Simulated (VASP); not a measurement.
Set up this calculation in VASP 6.6.1, as the native input.

* Task: G0W0 quasiparticle levels
* Functional: PBE
* Potentials or basis: VASP PAW PBE potentials, release 64 (B_GW, N_GW)
* Cutoff: 500 eV
* k mesh: 4 × 4 × 4
* Occupations: gaussian, width 0.01 eV
* Spin: no spin polarisation
* Dipole correction: no
* GW scheme: G0W0
* GW iterations: 1
* Cutoff of the response function: 80
* Frequency points: 48
* Empty bands: 60
* Further INCAR settings: ALGO = EVGW0; EDIFF = 1e-08; NBANDS = 64

BN (Qingsongite):

```
B N
1.0
     0.00000    1.80482    1.80482
     1.80482    0.00000    1.80482
     1.80482    1.80482    0.00000
B N
1 1
Direct
  0.00000 0.00000 0.00000
  0.25000 0.25000 0.25000
```

These files were run (other wordings do the same):

POSCAR

```
BN
1.0
    0.0000000000      1.8048245542      1.8048245542
    1.8048245542      0.0000000000      1.8048245542
    1.8048245542      1.8048245542      0.0000000000
B N
1 1
Direct
    0.0000000000      0.0000000000      0.0000000000
    0.2500000000      0.2500000000      0.2500000000
```

INCAR.step1

```
PREC = Accurate
ENCUT = 500
EDIFF = 1E-8
ISMEAR = 0
SIGMA = 0.01
LREAL = F
LASPH = T
NELM = 100
ALGO = Normal
LWAVE = T
LCHARG = F
GGA = PE
```

INCAR.step2

```
PREC = Accurate
ENCUT = 500
EDIFF = 1E-8
ISMEAR = 0
SIGMA = 0.01
LREAL = F
LASPH = T
NELM = 1
ALGO = Exact
LWAVE = T
LCHARG = F
GGA = PE
NBANDS = 64
LOPTICS = T
ISTART = 1
```

INCAR.step3

```
PREC = Accurate
ENCUT = 500
EDIFF = 1E-8
ISMEAR = 0
SIGMA = 0.01
LREAL = F
LASPH = T
ALGO = EVGW0
LWAVE = F
LCHARG = F
GGA = PE
NELMGW = 1
NBANDS = 64
ENCUTGW = 80.0
NOMEGA = 48
PRECFOCK = Fast
ISTART = 1
NBANDSGW = 12
```

KPOINTS

```
Automatic mesh
0
Gamma
  4 4 4
```

Potentials or basis: VASP PAW PBE potentials, release 64 (B_GW, N_GW).

Run with:

```bash
$ cat potpaw_PBE.64/B_GW/POTCAR potpaw_PBE.64/N_GW/POTCAR > POTCAR
$ cp INCAR.step1 INCAR
$ mpirun -np 1 vasp_std > vasp.out
$ cp INCAR.step2 INCAR
$ mpirun -np 1 vasp_std > vasp.out
$ cp INCAR.step3 INCAR
$ mpirun -np 1 vasp_std > vasp.out
```

Results of the run:

```
Band gap on the k mesh, mean-field level : 4.44 eV, indirect (least direct gap 8.82 eV)
Quasiparticle gap                        : 5.56 eV
Least direct quasiparticle gap           : 10.68 eV
```

Caveat: the k points lie up to 0.75 Å⁻¹ apart; bands, screening cutoff and mesh are small and nothing is extrapolated, so the quasiparticle values aren't converged.

Run time: 25 s on 1 thread of Intel Xeon 8259CL, on a shared host, peak memory 0.13 GiB.
